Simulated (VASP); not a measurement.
Write the native input for VASP 6.6.1 that does the following.

```yaml
Task: single point
Functional: PBE
Potentials_or_basis: VASP PAW PBE potentials, release 64 (Mn_pv, S)
Cutoff: 520 eV
k_mesh: 7 × 7 × 7
Occupations: fermi-dirac, width 0.05 eV
Spin: collinear spin, ferromagnetic start
Starting_moments: "[4.0, 0.0] μB"
Hubbard_terms: Mn d U = 6.0 eV
Dipole_correction: no
Further_INCAR_settings: ALGO = Normal; EDIFF = 1e-06; NBANDS = 20
```

The structure of MnS lies in POSCAR:

```
MnS
1.0
    0.0000000000      2.6045000000      2.6045000000
    2.6045000000      0.0000000000      2.6045000000
    2.6045000000      2.6045000000      0.0000000000
Mn S
1 1
Direct
    0.0000000000      0.0000000000      0.0000000000
    0.5000000000      0.5000000000      0.5000000000
```

These files were run (other wordings do the same):

INCAR

```
SYSTEM = MnS
PREC     = Accurate       ! precision mode
ENCUT    = 520            ! plane-wave cutoff, eV
EDIFF    = 1E-6           ! SCF threshold, eV
ISMEAR   = -1             ! smearing method
SIGMA    = 0.05           ! smearing width, eV
LREAL    = .False.        ! projectors in reciprocal space
LASPH    = .True.         ! aspherical terms in the spheres
NELM     = 150            ! most SCF steps
ALGO     = Normal         ! electronic algorithm
ISIF     = 2              ! what is computed and relaxed
LWAVE    = .False.        ! write WAVECAR
LCHARG   = .False.        ! write CHGCAR
ISPIN    = 2              ! spin polarisation
MAGMOM   = 4 0            ! initial moments
LORBIT   = 11             ! projections on sites
LMAXMIX  = 4              ! l up to which the mixer works
LDAU     = .True.         ! DFT+U
LDAUTYPE = 2            
LDAUL    = 2 -1           ! shell
LDAUU    = 6 0            ! U, eV
LDAUJ    = 0 0          
LDAUPRINT= 1            
GGA      = PE             ! functional
NBANDS   = 20             ! bands
```

KPOINTS

```
regular mesh
0
Gamma
  7 7 7
  0 0 0
```

Potentials or basis: VASP PAW PBE potentials, release 64 (Mn_pv, S).

Launch:

```bash
$ cat potpaw_PBE.64/Mn_pv/POTCAR potpaw_PBE.64/S/POTCAR > POTCAR
$ mpirun -np 1 vasp_std > vasp.out
```

Results of the run:

```yaml
Pressure: 5.7 GPa
Band_gap_on_the_k_mesh: 1.34 eV (least direct gap 3.27 eV)
Net_moment: 5.00 μB per cell
Site_moments: Mn +4.66; S +0.06 μB
Valence_electrons_inside_the_program's_atomic_spheres: Mn 11.28; S 3.80
```

Caveat: the cell stands under pressure; an odd mesh through Γ misses points on the zone boundary, where band edges can lie; a cell with one magnetic atom can't hold antiferromagnetic order, which such compounds often take.

Run time: 14 s on 1 thread of Intel(R) Xeon(R) 6975P-C (Granite Rapids) (shared host), peak memory 0.17 GiB.
